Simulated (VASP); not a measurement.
Wanted: the native input for a VASP 6.6.1 run.

```
Task                   : single point
Functional             : LDA
Potentials or basis    : VASP PAW LDA potentials, release 64 (Nb_sv)
Cutoff                 : 500 eV
k mesh                 : 11 × 11 × 11
Occupations            : fermi-dirac, width 0.05 eV
Spin                   : no spin polarisation
Dipole correction      : no
Further INCAR settings : ALGO = Normal; EDIFF = 1e-06; NBANDS = 12
```

The structure of Nb lies in POSCAR:

```
Nb
1.0
   -1.6965847559      1.6965847559      1.6965847559
    1.6965847559     -1.6965847559      1.6965847559
    1.6965847559      1.6965847559     -1.6965847559
Nb
1
Direct
    0.0000000000      0.0000000000      0.0000000000
```

This cell differs from its parent crystal: volume scaled by 1.06.

These files were run (other wordings do the same):

INCAR

```
PREC = Accurate ; ENCUT = 500
EDIFF = 1E-6 ; ISMEAR = -1
SIGMA = 0.05 ; LREAL = F
LASPH = T ; NELM = 120
ALGO = Normal ; ISIF = 2
LWAVE = F ; LCHARG = T
LELF = T ; LVHAR = T
NBANDS = 12 ; GGA_COMPAT = F
```

KPOINTS

```
Automatic mesh
0
Gamma
  11 11 11
```

Potentials or basis: VASP PAW LDA potentials, release 64 (Nb_sv).

The run is started by

```console
$ cat potpaw_LDA.64/Nb_sv/POTCAR > POTCAR
$ mpirun -np 1 vasp_std > vasp.out
```

It gave:

```yaml
Pressure: -19.4 GPa
```

Wall time 19 s on 1 thread of Intel Xeon 8259CL, on a shared host, peak memory 0.13 GiB.
